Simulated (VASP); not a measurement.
A run of VASP 6.6.1 is set up as follows.

The input INCAR:

```
SYSTEM = MgI2
PREC = Accurate
ENCUT = 520
EDIFF = 1E-6
ISMEAR = 0
SIGMA = 0.05
LREAL = .False.
LASPH = .True.
NELM = 60
ALGO = Normal
ISIF = 2
LWAVE = .False.
LCHARG = .False.
GGA = CA
NBANDS = 15
```

File KPOINTS:

```
regular mesh
0
Gamma
  6 6 4
  0 0 0
```

File POSCAR:

```
MgI2
1.0
    4.0409034065      0.0000000000      0.0000000000
   -2.0204517033      3.4995250043      0.0000000000
    0.0000000000      0.0000000000      6.6285688777
Mg I
1 2
Direct
    0.0000000000      0.0000000000      0.0000000000
    0.3333333333      0.6666666667      0.7373977874
    0.6666666667      0.3333333333      0.2626022126
```

Potentials or basis: VASP PAW LDA potentials, release 64 (Mg, I).

The run is started by

```console
$ cat potpaw_LDA.64/Mg/POTCAR potpaw_LDA.64/I/POTCAR > POTCAR
$ mpirun -np 1 vasp_std > vasp.out
```

Task: What does it give for the band gap on the k mesh?

Result: 3.24 eV, indirect (least direct gap 3.49 eV).

Task: What does it give for the pressure?

Result: -0.7 GPa.

Task: Estimate the largest force.

Result: 0.462 eV/Å.

Stress tensor (GPa, compression positive):
```
-0.22  0.00  0.00
 0.00 -0.22  0.00
 0.00  0.00 -1.51
```

Caveat: spin-orbit coupling is left out, which moves the levels of the heavy elements. A k mesh can miss the band edges.
